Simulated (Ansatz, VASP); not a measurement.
# Ti2B: VASP beside Ansatz

```
CELL_PARAMETERS angstrom
5.17308 0.00000 0.00000
0.00000 5.17308 0.00000
0.00000 0.00000 3.31001
ATOMIC_POSITIONS crystal
Ti 0.29959 0.29959 0.00000
Ti 0.20041 0.79959 0.50000
Ti 0.70041 0.70041 0.00000
Ti 0.79959 0.20041 0.50000
B 0.00000 0.00000 0.00000
B 0.50000 0.50000 0.50000
```

Change from the starting cell: species swapped into the VO2 type (P4_2/mnm, No. 136).

Alike in both runs: task single point; functional PBE; k mesh 4 × 4 × 6; occupations gaussian, width 0.1 eV; collinear spin.

|  | VASP | Ansatz |
| --- | --- | --- |
| version | VASP 6.6.1 | Ansatz 0.2.0 |
| potentials or method | VASP PAW PBE potentials, release 64 (Ti_sv, B), cutoff 520 eV | scalar-relativistic, plane waves, PAW |
| valence electrons in the cell | 54 | 54 |

```csv
,VASP,Ansatz,Ansatz less VASP
gap on the k mesh at the Fermi level (eV),none,none,-
pressure (GPa),-0.1,-0.1,-0.01
"traceless stress, the component that is largest in VASP (GPa)",-0.04,-0.06,-0.020
net moment per atom (μB),0.00,0.00,0.000
```

A gap of «none» marks a metal or a gap that the smearing closes. Ansatz's warnings: seeded moment not kept.
